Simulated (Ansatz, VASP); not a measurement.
# Si: VASP beside Ansatz

The input INCAR:

```
ALGO = Normal ; EDIFF = 1E-7
EDIFFG = -0.002 ; ENCUT = 520
GGA = PS ; IBRION = 2
ISIF = 2 ; ISMEAR = 0
LASPH = True ; LCHARG = False
LREAL = False ; LWAVE = False
NELM = 80 ; NSW = 60
PREC = Accurate ; SIGMA = 0.01
```

File KPOINTS:

```
k-points
0
Gamma
  9 9 6
```

The input POSCAR:

```
Si
1.0
    3.8438634368      0.0000000000      0.0000000000
   -1.9219317184      3.3288833850      0.0000000000
    0.0000000000      0.0000000000      6.3153658930
Si
4
Direct
    0.3333333333      0.6666666667     -0.0005372923
    0.6666666667      0.3333333333      0.4994627077
    0.3333333333      0.6666666667      0.3745372923
    0.6666666667      0.3333333333      0.8745372923
```

Input for Ansatz:

```yaml
crystal:
  lattice:
    - [3.8438634368, 0.0, 0.0]
    - [-1.9219317184, 3.328883385, 0.0]
    - [0.0, 0.0, 6.315365893]
  atoms:
    - { symbol: Si, position: [0.3333333333, 0.6666666667, -0.0005372923] }
    - { symbol: Si, position: [0.6666666667, 0.3333333333, 0.4994627077] }
    - { symbol: Si, position: [0.3333333333, 0.6666666667, 0.3745372923] }
    - { symbol: Si, position: [0.6666666667, 0.3333333333, 0.8745372923] }
basis:
  ecutwfc: 420
kpoints:
  mp_grid: { grid: [9, 9, 6] }
hamiltonian:
  xc: pbesol
  pseudopotentials: { kind: paw, azcp: { folder: soft_1 } }
scf:
  occupations: { method: gaussian, width: 0.01 }
output:
  forces: true
  stress: true
  eigenvalues: true
relax:
  adjacent_minimum: "off"
  f_tol: 0.002
  max_steps: 40
```

Change from the starting cell: strained cell.

Alike in both runs: task relaxation of the atoms; functional PBEsol; k mesh 9 × 9 × 6; occupations gaussian, width 0.01 eV; no spin polarisation.

|  | VASP | Ansatz |
| --- | --- | --- |
| version | VASP 6.6.1 | Ansatz 0.2.0 |
| potentials or method | VASP PAW PBE potentials, release 64 (Si), cutoff 520 eV | scalar-relativistic, plane waves, PAW |
| valence electrons in the cell | 16 | 16 |

|  | VASP | Ansatz | Ansatz less VASP |
| --- | --- | --- | --- |
| gap on the k mesh at the Fermi level, each at its own relaxed structure (eV) | 0.33 | 0.33 | +0.007 |

VASP's potentials were made for PBE, not for PBEsol, and Ansatz warns of the same on its side. Ansatz's warnings: stress scf threshold loose.
